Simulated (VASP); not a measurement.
# Bi (I4/mmm) in VASP: further runs, part 2 of 2

VASP 6.6.1.

## Step 5: Single point, PBEsol

This run uses another cell than the first one, of 31.74 Å³/atom, 1.041 times its volume.

INCAR

```
PREC     = Accurate       # precision mode
ENCUT    = 520            # plane-wave cutoff, eV
EDIFF    = 1E-6           # SCF threshold, eV
ISMEAR   = -1             # smearing method
SIGMA    = 0.05           # smearing width, eV
LREAL    = False          # projectors in reciprocal space
LASPH    = True           # aspherical terms in the spheres
NELM     = 80             # most SCF steps
ALGO     = Normal         # electronic algorithm
ISIF     = 2              # what is computed and relaxed
LWAVE    = False          # write WAVECAR
LCHARG   = False          # write CHGCAR
GGA      = PS             # functional
NBANDS   = 14             # bands
```

KPOINTS

```
Automatic mesh
0
Gamma
  8 8 8
```

POSCAR

```
Bi
1.0
   -1.9814305318      1.9814305318      2.0210591424
    1.9814305318     -1.9814305318      2.0210591424
    1.9814305318      1.9814305318     -2.0210591424
Bi
1
Direct
    0.0000000000      0.0000000000      0.0000000000
```

Potentials or basis: VASP PAW PBE potentials, release 64 (Bi_d).

The run is started by

```console
$ cat potpaw_PBE.64/Bi_d/POTCAR > POTCAR
$ mpirun -np 1 vasp_std > vasp.out
```

OUTCAR:

```text
PREC = Accurate
   ENCUT = 520
   EDIFF = 1E-6
   ISMEAR = -1
   LREAL = False
   LASPH = True
   NELM = 80
   ISIF = 2
   GGA = PS

 ion  position               nearest neighbor table
   1  0.000  0.000  0.000-

  LATTYP: Found a body centered tetragonal cell.
 ALAT       =     3.9628610636
 C/A-ratio  =     1.0200000000

  Lattice vectors:

 A1 = (  -1.9814305318,   1.9814305318,   2.0210591424)
 A2 = (   1.9814305318,  -1.9814305318,   2.0210591424)
 A3 = (   1.9814305318,   1.9814305318,  -2.0210591424)

Analysis of symmetry for initial positions (statically):
=====================================================================
 Subroutine PRICEL returns:
 Original cell was already a primitive cell.

 Routine SETGRP: Setting up the symmetry group for a
 body centered tetragonal supercell.

 Subroutine GETGRP returns: Found 16 space group operations
 (whereof 16 operations were pure point group operations)
 out of a pool of 16 trial point group operations.

The static configuration has the point symmetry D_4h.

Analysis of symmetry for dynamics (positions and initial velocities):
=====================================================================
 Subroutine PRICEL returns:
 Original cell was already a primitive cell.

 Routine SETGRP: Setting up the symmetry group for a
 body centered tetragonal supercell.

 Subroutine GETGRP returns: Found 16 space group operations
 (whereof 16 operations were pure point group operations)
 out of a pool of 16 trial point group operations.

The dynamic configuration has the point symmetry D_4h.

 Subroutine INISYM returns: Found 16 space group operations
 (whereof 16 operations are pure point group operations),
 and found     1 'primitive' translations

----------------------------------------------------------------------------------------

                                     Primitive cell

  volume of cell :      31.7393

  direct lattice vectors                    reciprocal lattice vectors
    -1.981430532  1.981430532  2.021059142     0.000000000  0.252342937  0.247395036
     1.981430532 -1.981430532  2.021059142     0.252342937  0.000000000  0.247395036
     1.981430532  1.981430532 -2.021059142     0.252342937  0.252342937  0.000000000

  length of vectors
     3.454969459  3.454969459  3.454969459     0.353385430  0.353385430  0.356866804

  position of ions in fractional coordinates (direct lattice)
     0.000000000  0.000000000  0.000000000

  ion indices of the primitive-cell ions
   primitive index   ion index
                 1           1

----------------------------------------------------------------------------------------

 KPOINTS: Automatic mesh

Automatic generation of k-mesh.
 Grid dimensions read from file:
 generate k-points for:    8    8    8

 Generating k-lattice:

  Cartesian coordinates                     Fractional coordinates (reciprocal lattice)
     0.000000000  0.031542867  0.030924380     0.125000000  0.000000000  0.000000000
     0.031542867  0.000000000  0.030924380     0.000000000  0.125000000  0.000000000
     0.031542867  0.031542867  0.000000000     0.000000000  0.000000000  0.125000000

  Length of vectors
     0.044173179  0.044173179  0.044608350

  Shift w.r.t. Gamma in fractional coordinates (k-lattice)
     0.000000000  0.000000000  0.000000000

 Subroutine IBZKPT returns following result:
 ===========================================

 Found     59 irreducible k-points:

 Following reciprocal coordinates:
            Coordinates               Weight
  0.000000  0.000000  0.000000      1.000000
  0.125000  0.000000  0.000000      8.000000
  0.250000  0.000000  0.000000      8.000000
  0.375000  0.000000  0.000000      8.000000
  0.500000  0.000000  0.000000      4.000000
  0.125000  0.125000  0.000000      8.000000
[... 16 lines left out ...]
  0.250000  0.125000  0.125000     16.000000
  0.375000  0.125000  0.125000      8.000000
 [... further k-points ...]
   k-points           NKPTS =     59   k-points in BZ     NKDIM =     59   number of bands    NBANDS=     14
   number of dos      NEDOS =    301   number of ions     NIONS =      1
   total plane-waves  NPLWV =  21952
   dimension x,y,z NGX =    28 NGY =   28 NGZ =   28
   dimension x,y,z NGXF=    56 NGYF=   56 NGZF=   56
   ions per type =               1
   NGX,Y,Z   is equivalent  to a cutoff of  13.47, 13.47, 13.47 a.u.
   NGXF,Y,Z  is equivalent  to a cutoff of  26.95, 26.95, 26.95 a.u.
 SYSTEM =  unknown system
   PREC   = accura    normal or accurate (medium, high low for compatibility)
   ISTART =      0    job   : 0-new  1-cont  2-samecut
   ICHARG =      2    charge: 1-file 2-atom 10-const
   ISPIN  =      1    spin polarized calculation?
   LNONCOLLINEAR =      F non collinear calculations
   LSORBIT =      F    spin-orbit coupling
   LASPH  =      T    aspherical Exc in radial PAW
   ENCUT  =  520.0 eV  38.22 Ry    6.18 a.u.   6.42  6.42  6.42*2*pi/ulx,y,z
   NELM   =     80;   NELMIN=  2; NELMDL= -5     # of ELM steps
   EDIFF  = 0.1E-05   stopping-criterion for ELM
   LREAL  =      F    real-space projection
   EDIFFG = 0.1E-04   stopping-criterion for IOM
   NSW    =      0    number of steps for IOM
   IBRION =     -1    ionic relax: 0-MD 1-quasi-New 2-CG
[... 8 lines left out ...]
   EMIN   =  10.00;   EMAX   =-10.00  energy-range for DOS
   EFERMI =   0.00;   METHOD = LEGACY
   ISMEAR =    -1;   SIGMA  =   0.05  broadening in eV -4-tet -1-fermi 0-gaus
   EFERMI_NEDOS =   21; number of points for ismear=-14 and -15
   IALGO  =     38    algorithm
   IMIX   =      4    mixing-type and parameters
     AMIX     =   0.40;   BMIX     =  1.00
     AMIX_MAG =   1.60;   BMIX_MAG =  1.00
  volume/ion in A,a.u.               =      31.74       214.19
  Fermi-wavevector in a.u.,A,eV,Ry     =   1.275184  2.409749 22.124371  1.626095
  Thomas-Fermi vector in A             =   2.407911
   LORBIT       =      0    0 simple, 1 ext, 2 COOP (PROOUT), +10 PAW based schemes
   GGA     = PS    functional components
   LHFCALC =     F    Hartree Fock is set to
   AEXX    =    0.0000 exact exchange contribution
   IVDW    =     0    specifies the selected vdW correction
   LEPSILON=     F    determine dielectric tensor
   LRPA    =     F    only Hartree local field effects (RPA)
 non-spin polarized calculation
  energy-cutoff  :      520.00
  volume of cell :       31.74
 maximum number of plane-waves:       887
 NGX is ok and might be reduce to    28
   NGX = 13   NGY = 13   NGZ = 13

 number of electron      14.9999999 magnetization

 Free energy of the ion-electron system (eV)
  ---------------------------------------------------
  ext. energy  EPLUGINS =         0.00000000
  ---------------------------------------------------
  free energy    TOTEN  =        -4.17527495 eV

  energy without entropy =       -4.16797187  energy(sigma->0) =       -4.17162341

 E-fermi :   7.5651     XC(G=0): -10.3468

 val. band max:        7.5602731712   @ k =  -0.2500  -0.2500   0.1250
 cond. band min:       7.7277187171   @ k =   0.5000   0.3750   0.0000
 fundamental gap:      0.1674455459
 Fermi energy:         7.5651214200

 k-point     1 :       0.0000    0.0000    0.0000
  band No.  band energies     occupation
      1     -15.4447      2.00000
      2     -15.4447      2.00000
      3     -15.4375      2.00000
      4     -15.3236      2.00000
      5     -15.3191      2.00000
      6      -5.8986      2.00000
      7      12.4226      0.00000
      8      12.4979      0.00000
      9      12.4979      0.00000
     10      16.3437      0.00000
     11      17.8226      0.00000
     12      18.0555      0.00000
     13      18.0555      0.00000
     14      18.9526      0.00000

 k-point     2 :       0.1250    0.0000    0.0000
  band No.  band energies     occupation
      1     -15.4467      2.00000
      2     -15.4352      2.00000
      3     -15.4124      2.00000
      4     -15.3289      2.00000
      5     -15.3214      2.00000
      6      -5.6238      2.00000
      7      10.0988      0.00000
      8      11.7557      0.00000
      9      12.2447      0.00000
     10      16.0359      0.00000
[... 362 lines left out ...]
 k-point    24 :       0.3750    0.1250    0.1250
  band No.  band energies     occupation
      1     -15.4508      2.00000
      2     -15.3974      2.00000
      3     -15.3317      2.00000
      4     -15.3256      2.00000
      5     -15.2859      2.00000
      6      -2.7389      2.00000
      7       3.2218      2.00000
      8       6.6801      2.00000
      9       8.3163      0.00000
     10      17.3629      0.00000
     11      18.5509      0.00000
     12      20.5000      0.00000
     13      21.5821      0.00000
     14      23.5199      0.00000

 [... further k-points ...]
[... 5 lines left out ...]
  --------------------------------------------------------------------------------------
  -------------------------------------------------------------------------------------
  Total       -0.5638426     -0.5638426     -0.8018176      0.0000000      0.0000000      0.0000000
  in kB      -28.4624167    -28.4624167    -40.4752414      0.0000000      0.0000000      0.0000000
  external PRESSURE =     -32.4666916 kB  Pullay stress =       0.0000000 kB

 VOLUME and BASIS-vectors are now :
 -----------------------------------------------------------------------------
  energy-cutoff  :      520.00
  volume of cell :       31.74
      direct lattice vectors                 reciprocal lattice vectors
    -1.981430532  1.981430532  2.021059142     0.000000000  0.252342937  0.247395036
     1.981430532 -1.981430532  2.021059142     0.252342937  0.000000000  0.247395036
     1.981430532  1.981430532 -2.021059142     0.252342937  0.252342937  0.000000000

 POSITION                                       TOTAL-FORCE (eV/Angst)
 -----------------------------------------------------------------------------------
      0.00000      0.00000      0.00000         0.000000      0.000000     -0.000000
 -----------------------------------------------------------------------------------
    total drift:                               -0.000000     -0.000000     -0.000000

  FREE ENERGIE OF THE ION-ELECTRON SYSTEM (eV)
  ---------------------------------------------------
  free  energy   TOTEN  =        -4.1752749546 eV

  energy  without entropy=       -4.1679718709  energy(sigma->0) =       -4.17162341
```

Wall time 12 s (1 thread of Intel Xeon Platinum 8488C (Sapphire Rapids), shared host); peak memory 0.16 GiB.

Results:

| Item | Value |
| --- | --- |
| Free energy | -4.1753 eV |
| Pressure | -3.2 GPa |

Caveat: the PAW data sets were made with another functional, which shifts forces and pressure a little; spin-orbit coupling is left out, which moves the levels of the heavy elements.

## Step 6: Summary

```csv
cell,gap on the mesh (eV),pressure (GPa)
"a = 3.409 Å, angles 108.9, 108.9, 110.6°, 1 atom",none,-1.2
"a = 3.421 Å, angles 109.2, 109.2, 110.0°, 1 atom",none,-1.8
"a = 3.443 Å, angles 109.7, 109.7, 108.9°, 1 atom",none,-2.8
"a = 3.455 Å, angles 110.0, 110.0, 108.4°, 1 atom",none,-3.2
```

Alike in all rows: task single point; level PBEsol; potentials or basis VASP PAW PBE potentials, release 64 (Bi_d); no spin polarisation; k mesh 8 × 8 × 8; cutoff (eV) 520; smearing fermi-dirac 0.05 eV.

Caveats: the PAW data sets were made with another functional, which shifts forces and pressure a little; spin-orbit coupling is left out, which moves the levels of the heavy elements.

Total energies depend on the potentials used, so only differences within one code and one set of settings carry meaning.
